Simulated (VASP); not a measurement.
# H2 in VASP: a series of runs

Aim: see how the results for H2 move with the level of theory and the settings. Levels: r2SCAN+rVV10, PBE, LDA, PBE+D3(BJ). Tasks: single point, relaxation of the atoms.

Everything below comes from runs of VASP 6.6.1. Logs are shortened: lines on timing, memory, paths and dates and some standing lists are left out, and cuts for length are marked.

## (1) The cell of the first run

The cell holds a molecule in a box, 2 atoms: a = 11.000 Å, b = 11.500 Å, c = 12.000 Å, α = 90.00°, β = 90.00°, γ = 90.00°.

## (2) Single point, r2SCAN+rVV10

Contents of POSCAR:

```
H
1.0
   11.0000000000      0.0000000000      0.0000000000
    0.0000000000     11.5000000000      0.0000000000
    0.0000000000      0.0000000000     12.0000000000
H
2
Direct
    0.4545454545      0.4782608696      0.4666567231
    0.4545454545      0.4782608696      0.5291766103
```

Contents of INCAR.step1:

```
ALGO = Normal
EDIFF = 1E-5
ENCUT = 440
GGA = PE
GGA_COMPAT = F
ISMEAR = 0
LASPH = T
LCHARG = F
LREAL = F
LWAVE = T
NBANDS = 8
NELM = 120
NELMDL = -8
PREC = Accurate
SIGMA = 0.01
```

Contents of INCAR.step2:

```
ALGO = Normal
BPARAM = 11.95
CPARAM = 0.0093
EDIFF = 1E-6
ENCUT = 440
GGA_COMPAT = F
ISIF = 2
ISMEAR = 0
ISTART = 1
IVDW_NL = 2
LASPH = T
LCHARG = T
LELF = T
LMIXTAU = T
LREAL = F
LUSE_VDW = T
LVHAR = T
LWAVE = F
METAGGA = R2SCAN
NBANDS = 8
NELM = 120
PREC = Accurate
SIGMA = 0.01
```

Contents of KPOINTS:

```
k-points
0
Gamma
  1 1 1
```

Potentials or basis: VASP PAW PBE potentials, release 64 (H).

Command:

```sh
$ cat potpaw_PBE.64/H/POTCAR > POTCAR
$ cp INCAR.step1 INCAR
$ mpirun -np 1 vasp_gam > vasp.out
$ cp INCAR.step2 INCAR
$ mpirun -np 1 vasp_gam > vasp.out
```

OUTCAR:

```text
BPARAM = 11.95
   EDIFF = 1E-6
   ENCUT = 440
   ISIF = 2
   ISMEAR = 0
   ISTART = 1
   IVDW_NL = 2
   LASPH = T
   LREAL = F
   METAGGA = R2SCAN
   NELM = 120
   PREC = Accurate

 ion  position               nearest neighbor table
   1  0.455  0.478  0.467-   2 0.75
   2  0.455  0.478  0.529-   1 0.75

  LATTYP: Found a simple orthorhombic cell.
 ALAT       =    11.0000000000
 B/A-ratio  =     1.0454545455
 C/A-ratio  =     1.0909090909

  Lattice vectors:

 A1 = (  11.0000000000,   0.0000000000,   0.0000000000)
 A2 = (   0.0000000000,  11.5000000000,   0.0000000000)
 A3 = (   0.0000000000,   0.0000000000,  12.0000000000)

Analysis of symmetry for initial positions (statically):
=====================================================================
 Subroutine PRICEL returns:
 Original cell was already a primitive cell.

 Routine SETGRP: Setting up the symmetry group for a
 simple orthorhombic supercell.

 Subroutine GETGRP returns: Found  8 space group operations
 (whereof  1 operations were pure point group operations)
 out of a pool of  8 trial point group operations.

The static configuration has the point symmetry C_1 .
 The point group associated with its full space group is D_2h.

Analysis of symmetry for dynamics (positions and initial velocities):
=====================================================================
 Subroutine PRICEL returns:
 Original cell was already a primitive cell.

 Routine SETGRP: Setting up the symmetry group for a
 simple orthorhombic supercell.

 Subroutine GETGRP returns: Found  8 space group operations
 (whereof  1 operations were pure point group operations)
 out of a pool of  8 trial point group operations.

The dynamic configuration has the point symmetry C_1 .
 The point group associated with its full space group is D_2h.

 Subroutine INISYM returns: Found  8 space group operations
 (whereof  1 operations are pure point group operations),
 and found     1 'primitive' translations

----------------------------------------------------------------------------------------

                                     Primitive cell

  volume of cell :    1518.0000

  direct lattice vectors                    reciprocal lattice vectors
    11.000000000  0.000000000  0.000000000     0.090909091  0.000000000  0.000000000
     0.000000000 11.500000000  0.000000000     0.000000000  0.086956522  0.000000000
     0.000000000  0.000000000 12.000000000     0.000000000  0.000000000  0.083333333

  length of vectors
    11.000000000 11.500000000 12.000000000     0.090909091  0.086956522  0.083333333

  position of ions in fractional coordinates (direct lattice)
     0.454545454  0.478260870  0.466656723
     0.454545454  0.478260870  0.529176610

  ion indices of the primitive-cell ions
   primitive index   ion index
                 1           1
                 2           2

----------------------------------------------------------------------------------------

 KPOINTS: k-points

Automatic generation of k-mesh.
 Grid dimensions read from file:
 generate k-points for:    1    1    1

 Generating k-lattice:

  Cartesian coordinates                     Fractional coordinates (reciprocal lattice)
     0.090909091  0.000000000  0.000000000     1.000000000  0.000000000  0.000000000
     0.000000000  0.086956522  0.000000000     0.000000000  1.000000000  0.000000000
     0.000000000  0.000000000  0.083333333     0.000000000  0.000000000  1.000000000

  Length of vectors
     0.090909091  0.086956522  0.083333333

  Shift w.r.t. Gamma in fractional coordinates (k-lattice)
     0.000000000  0.000000000  0.000000000

 Subroutine IBZKPT returns following result:
 ===========================================

 Found      1 irreducible k-points:

 Following reciprocal coordinates:
            Coordinates               Weight
  0.000000  0.000000  0.000000      1.000000
   k-points           NKPTS =      1   k-points in BZ     NKDIM =      1   number of bands    NBANDS=      8
   number of dos      NEDOS =    301   number of ions     NIONS =      2
   total plane-waves  NPLWV = 537600
   dimension x,y,z NGX =    80 NGY =   80 NGZ =   84
   dimension x,y,z NGXF=   160 NGYF=  160 NGZF=  168
   ions per type =               2
   NGX,Y,Z   is equivalent  to a cutoff of  12.09, 11.56, 11.64 a.u.
   NGXF,Y,Z  is equivalent  to a cutoff of  24.18, 23.13, 23.27 a.u.
 SYSTEM =  unknown system
   PREC   = accura    normal or accurate (medium, high low for compatibility)
   ISTART =      1    job   : 0-new  1-cont  2-samecut
   ICHARG =      0    charge: 1-file 2-atom 10-const
   ISPIN  =      1    spin polarized calculation?
   LNONCOLLINEAR =      F non collinear calculations
   LSORBIT =      F    spin-orbit coupling
   LASPH  =      T    aspherical Exc in radial PAW
   ENCUT  =  440.0 eV  32.34 Ry    5.69 a.u.  18.81 19.67 20.52*2*pi/ulx,y,z
   NELM   =    120;   NELMIN=  2; NELMDL=  0     # of ELM steps
   EDIFF  = 0.1E-05   stopping-criterion for ELM
   LREAL  =      F    real-space projection
   EDIFFG = 0.1E-04   stopping-criterion for IOM
   NSW    =      0    number of steps for IOM
   IBRION =     -1    ionic relax: 0-MD 1-quasi-New 2-CG
   NFREE  =      0    steps in history (QN), initial steepest desc. (CG)
   ISIF   =      2    stress and relaxation
   ISYM   =      2    0-nonsym 1-usesym 2-fastsym
   POTIM  = 0.5000    time-step for ionic-motion
   TEBEG  =    0.0;   TEEND  =   0.0 temperature during run
   PSTRESS=    0.0 pullay stress
   NELECT =       2.0000    total number of electrons
   NUPDOWN=      -1.0000    fix difference up-down
   EMIN   =  10.00;   EMAX   =-10.00  energy-range for DOS
   EFERMI =   0.00;   METHOD = LEGACY
   ISMEAR =     0;   SIGMA  =   0.01  broadening in eV -4-tet -1-fermi 0-gaus
   EFERMI_NEDOS =   21; number of points for ismear=-14 and -15
   IALGO  =     38    algorithm
   IMIX   =      4    mixing-type and parameters
     AMIX     =   0.40;   BMIX     =  1.00
     AMIX_MAG =   1.60;   BMIX_MAG =  1.00
  volume/ion in A,a.u.               =     759.00      5121.98
  Fermi-wavevector in a.u.,A,eV,Ry     =   0.179471  0.339151  0.438241  0.032210
  Thomas-Fermi vector in A             =   0.903340
   LORBIT       =      0    0 simple, 1 ext, 2 COOP (PROOUT), +10 PAW based schemes
   METAGGA = R2SCAN    functional components
   LHFCALC =     F    Hartree Fock is set to
   AEXX    =    0.0000 exact exchange contribution
   IVDW_NL    =     2    kernel type
   BPARAM     =11.9500
   IVDW    =     0    specifies the selected vdW correction
   LEPSILON=     F    determine dielectric tensor
   LRPA    =     F    only Hartree local field effects (RPA)
 non-spin polarized calculation
 Gauss-broadening in eV      SIGMA  =   0.01
  energy-cutoff  :      440.00
  volume of cell :     1518.00
 maximum number of plane-waves:     15896
 NGX is ok and might be reduce to    80

 number of electron       1.9999998 magnetization

 Free energy of the ion-electron system (eV)
  ---------------------------------------------------
  ext. energy  EPLUGINS =         0.00000000
  ---------------------------------------------------
  free energy    TOTEN  =        -6.81212523 eV

  energy without entropy =       -6.81212523  energy(sigma->0) =       -6.81212523

 E-fermi : -10.6337     XC(G=0):  -0.0394

 val. band max:      -10.7055169017   @ k =   0.0000   0.0000   0.0000
 cond. band min:       0.1048082664   @ k =   0.0000   0.0000   0.0000
 fundamental gap:     10.8103251681
 Fermi energy:       -10.6337213582

 k-point     1 :       0.0000    0.0000    0.0000
  band No.  band energies     occupation
      1     -10.7055      2.00000
      2       0.1048      0.00000
      3       0.9115      0.00000
      4       1.1357      0.00000
      5       1.1666      0.00000
      6       1.2455      0.00000
      7       1.2688      0.00000
      8       1.4289      0.00000

------------------------ aborting loop because EDIFF is reached ----------------------------------------

  FORCE on cell =-STRESS in cart. coord.  units (eV):
  Direction    XX          YY          ZZ          XY          YZ          ZX
  --------------------------------------------------------------------------------------
  -------------------------------------------------------------------------------------
  Total       -0.0757110     -0.0742242     -0.3143617     -0.0000000      0.0000000      0.0000000
  in kB       -0.0799094     -0.0783401     -0.3317939     -0.0000000      0.0000000      0.0000000
  external PRESSURE =      -0.1633478 kB  Pullay stress =       0.0000000 kB

 VOLUME and BASIS-vectors are now :
 -----------------------------------------------------------------------------
  energy-cutoff  :      440.00
  volume of cell :     1518.00
      direct lattice vectors                 reciprocal lattice vectors
    11.000000000  0.000000000  0.000000000     0.090909091  0.000000000  0.000000000
     0.000000000 11.500000000  0.000000000     0.000000000  0.086956522  0.000000000
     0.000000000  0.000000000 12.000000000     0.000000000  0.000000000  0.083333333

 POSITION                                       TOTAL-FORCE (eV/Angst)
 -----------------------------------------------------------------------------------
      5.00000      5.50000      5.59988         0.000000      0.000000      0.295028
      5.00000      5.50000      6.35012         0.000000      0.000000     -0.295028
 -----------------------------------------------------------------------------------
    total drift:                                0.000007     -0.000000      0.000000

  FREE ENERGIE OF THE ION-ELECTRON SYSTEM (eV)
  ---------------------------------------------------
  free  energy   TOTEN  =        -6.8121252282 eV

  energy  without entropy=       -6.8121252282  energy(sigma->0) =       -6.81212523
```

It took 13 min on 1 thread of AMD EPYC 9R45 (Zen 5), shared host; peak memory 2.8 GiB.

What came out:

```yaml
Free_energy: -6.8121 eV
Largest_force: 0.295 eV/Å
Gap_between_the_frontier_levels: 10.81 eV
```

Forces in eV/Å, atoms in the order of the input:
```
H    0.000  0.000  0.295
H    0.000  0.000 -0.295
```

Caveat: the PAW data sets were made with another functional, which shifts forces and pressure a little.

## (3) Single point, PBE, collinear spin

This run uses another cell than the first one: it holds 1 atom, not 2.

Contents of INCAR:

```
ALGO     = Normal         # electronic algorithm
EDIFF    = 1E-6           # SCF threshold, eV
ENCUT    = 400            # plane-wave cutoff, eV
GGA      = PE             # functional
GGA_COMPAT= False        
ISIF     = 2              # what is computed and relaxed
ISMEAR   = 0              # smearing method
ISPIN    = 2              # spin polarisation
LASPH    = True           # aspherical terms in the spheres
LCHARG   = False          # write CHGCAR
LORBIT   = 11             # projections on sites
LREAL    = False          # projectors in reciprocal space
LWAVE    = False          # write WAVECAR
MAGMOM   = 1              # initial moments
NBANDS   = 10             # bands
NELM     = 200            # most SCF steps
NELMDL   = -8           
PREC     = Accurate       # precision mode
SIGMA    = 0.01           # smearing width, eV
```

KPOINTS is that of step 2.

Contents of POSCAR:

```
H
1.0
   11.0000000000      0.0000000000      0.0000000000
    0.0000000000     11.5000000000      0.0000000000
    0.0000000000      0.0000000000     12.0000000000
H
1
Direct
    0.4545454545      0.4782608696      0.5000000000
```

Potentials or basis: VASP PAW PBE potentials, release 64 (H).

Command:

```sh
$ cat potpaw_PBE.64/H/POTCAR > POTCAR
$ mpirun -np 1 vasp_gam > vasp.out
```

Wall time 76 s (1 thread of AMD EPYC 9R45 (Zen 5), shared host); peak memory 1.1 GiB.

It converged, with:

```
Free energy                                           : -1.1158 eV
Gap between the frontier levels                       : 7.38 eV
Net moment                                            : 1.00 μB per cell
Site moments                                          : H +0.38 μB
Valence electrons inside the program's atomic spheres : H 0.38
```

Levels at points of the mesh, in eV from the valence-band top:
Spin up:
| k point | band 1 | band 2 | band 3 | band 4 | band 5 |
| --- | --- | --- | --- | --- | --- |
| (0.00, 0.00, 0.00) | 0.00 | 7.38 | 8.11 | 8.16 | 8.23 |
Spin down:
```tsv
k point	band 1	band 2	band 3	band 4
(0.00, 0.00, 0.00)	7.61	8.63	8.65	8.72
```

## (4) Single point, LDA, collinear spin

This run uses another cell than the first one: it holds 1 atom, not 2.

Contents of INCAR:

```
SYSTEM = H
ALGO = Normal ; EDIFF = 1E-6
ENCUT = 400 ; GGA = CA
GGA_COMPAT = .FALSE. ; ISIF = 2
ISMEAR = 0 ; ISPIN = 2
LASPH = .TRUE. ; LCHARG = .TRUE.
LELF = .TRUE. ; LORBIT = 11
LREAL = .FALSE. ; LVHAR = .TRUE.
LWAVE = .FALSE. ; MAGMOM = 1
NBANDS = 10 ; NELM = 200
NELMDL = -8 ; PREC = Accurate
SIGMA = 0.01
```

Contents of KPOINTS:

```
k-points
0
G
  1 1 1
  0 0 0
```

POSCAR is that of step 3.

Potentials or basis: VASP PAW LDA potentials, release 64 (H).

Command:

```sh
$ cat potpaw_LDA.64/H/POTCAR > POTCAR
$ mpirun -np 1 vasp_gam > vasp.out
```

It took 42 s on 1 thread of AMD EPYC 9R45 (Zen 5), shared host; peak memory 0.62 GiB.

Results (log left out):

* Free energy: -0.8953 eV
* Gap between the frontier levels: 4.92 eV
* Net moment: 1.00 μB per cell
* Site moments: H +0.36 μB
* Valence electrons inside the program's atomic spheres: H 0.36

Levels at points of the mesh, in eV from the valence-band top:
Spin up:
```
           k point  band 1  band 2  band 3  band 4  band 5  band 6
(0.00, 0.00, 0.00)    0.00    7.19    7.95    8.01    8.08    8.25
```
Spin down:
| k point | band 1 | band 2 | band 3 | band 4 |
| --- | --- | --- | --- | --- |
| (0.00, 0.00, 0.00) | 4.92 | 7.33 | 8.11 | 8.19 |

## (5) Single point, PBE+D3(BJ), collinear spin

This run uses another cell than the first one: it holds 1 atom, not 2.

Contents of INCAR:

```
SYSTEM = H
ALGO = Normal
EDIFF = 1E-6
ENCUT = 400
GGA = PE
GGA_COMPAT = .False.
ISIF = 2
ISMEAR = 0
ISPIN = 2
IVDW = 12
LASPH = .True.
LCHARG = .False.
LORBIT = 11
LREAL = .False.
LWAVE = .False.
MAGMOM = 1
NBANDS = 10
NELM = 200
NELMDL = -8
PREC = Accurate
SIGMA = 0.01
```

Contents of KPOINTS:

```
k-points
0
Gamma
  1 1 1
  0 0 0
```

POSCAR is that of step 4.

Potentials or basis: VASP PAW PBE potentials, release 64 (H).

Command:

```sh
$ cat potpaw_PBE.64/H/POTCAR > POTCAR
$ mpirun -np 1 vasp_gam > vasp.out
```

It took 66 s on 1 thread of AMD EPYC 9R45 (Zen 5), shared host; peak memory 1.1 GiB.

Results (log left out):

```
Free energy                                           : -1.1158 eV
Gap between the frontier levels                       : 7.38 eV
Net moment                                            : 1.00 μB per cell
Site moments                                          : H +0.38 μB
Valence electrons inside the program's atomic spheres : H 0.38
Dispersion energy per atom                            : 0.000 eV
```

Levels at points of the mesh, in eV from the valence-band top:
Spin up:
```
           k point  band 1  band 2  band 3  band 4
(0.00, 0.00, 0.00)    0.00    7.38    8.11    8.16
```
Spin down:
| k point | band 1 | band 2 | band 3 | band 4 |
| --- | --- | --- | --- | --- |
| (0.00, 0.00, 0.00) | 7.61 | 8.63 | 8.65 | 8.72 |

(Continued in part 2 of 2.)
